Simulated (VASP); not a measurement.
Set up this calculation in VASP 6.6.1, as the native input.

```yaml
Task: relaxation of cell and atoms
Functional: LDA
Potentials_or_basis: VASP PAW LDA potentials, release 64 (Sb)
Cutoff: 600 eV
k_mesh: 12 × 12 × 12
Occupations: gaussian, width 0.1 eV
Spin: no spin polarisation
Dipole_correction: no
Further_INCAR_settings: ALGO = Normal; EDIFF = 1e-07; IBRION = 2; EDIFFG = -0.005; NSW = 100; ISIF = 3
```

The structure of Sb lies in POSCAR:

```
Sb
1.0
    2.1770673200      1.2569304100      3.8298803200
   -2.1770673200      1.2569304100      3.8298803200
    0.0000000000     -2.5138608100      3.8298803200
Sb
2
Direct
    0.2682562500      0.2682562500      0.2682562500
    0.7317437500      0.7317437500      0.7317437500
```

These files were run (other wordings do the same):

INCAR

```
  PREC = Accurate
  ENCUT = 600
  EDIFF = 1E-7
  ISMEAR = 0
  SIGMA = 0.1
  LREAL = False
  LASPH = True
  NELM = 100
  ALGO = Normal
  ISIF = 3
  LWAVE = False
  LCHARG = False
  IBRION = 2
  NSW = 100
  EDIFFG = -0.005
```

KPOINTS

```
regular mesh
0
Gamma
  12 12 12
```

Potentials or basis: VASP PAW LDA potentials, release 64 (Sb).

Launch:

```sh
$ cat potpaw_LDA.64/Sb/POTCAR > POTCAR
$ mpirun -np 1 vasp_std > vasp.out
```

It gave:

- Relaxed volume: 29.24 Å³/atom
- Relaxed cell: a = 4.414 Å, b = 4.414 Å, c = 4.414 Å, α = 58.33°, β = 58.33°, γ = 58.33°
- Space group after relaxing (to 0.1 Å): R-3m (No. 166)
- Energy gained by relaxing: 21.2 meV/atom
- Ionic steps: 10
- Pressure after relaxing: 0.0 GPa
- Largest force after relaxing: 0.004 eV/Å
- Band gap on the k mesh: zero (bands 5 and 6 overlap by 0.26 eV)

Caveat: spin-orbit coupling is left out, which moves the levels of the heavy elements.

Run time: 18 min on 1 thread of Intel Xeon 8259CL (shared host), peak memory 0.3 GiB.
